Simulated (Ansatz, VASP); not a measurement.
# One calculation of HgSe3, two programs

```
CELL_PARAMETERS angstrom
5.48136 0.00000 0.00000
0.00000 5.48136 0.00000
0.00000 0.00000 2.96852
ATOMIC_POSITIONS crystal
Hg 0.00000 0.00000 0.00000
Se 0.00000 0.50000 0.50000
Se 0.50000 0.00000 0.50000
Se 0.50000 0.50000 0.00000
```

Alike in both runs: task relaxation of cell and atoms; functional PBE; k mesh 8 × 8 × 16; occupations gaussian, width 0.1 eV; no spin polarisation.

|  | VASP | Ansatz |
| --- | --- | --- |
| version | VASP 6.6.1 | Ansatz 0.2.0 |
| potentials or method | VASP PAW PBE potentials, release 64 (Hg, Se), cutoff 600 eV | scalar-relativistic, plane waves, PAW |
| valence electrons in the cell | 30 | 68 |

```csv
,VASP,Ansatz,Ansatz less VASP
"gap on the k mesh at the Fermi level, each at its own relaxed structure (eV)",none,none,-
relaxed volume (Å³/atom),23.27,23.29,+0.020
relaxed cell length with the largest relative difference (Å),2.759,2.750,-0.0097
```

A gap of «none» marks a metal or a gap that the smearing closes. VASP's potentials hold 30 valence electrons a cell and Ansatz's 68, so a difference there can come from the potentials and not from the codes.

Spin-orbit coupling is off throughout.
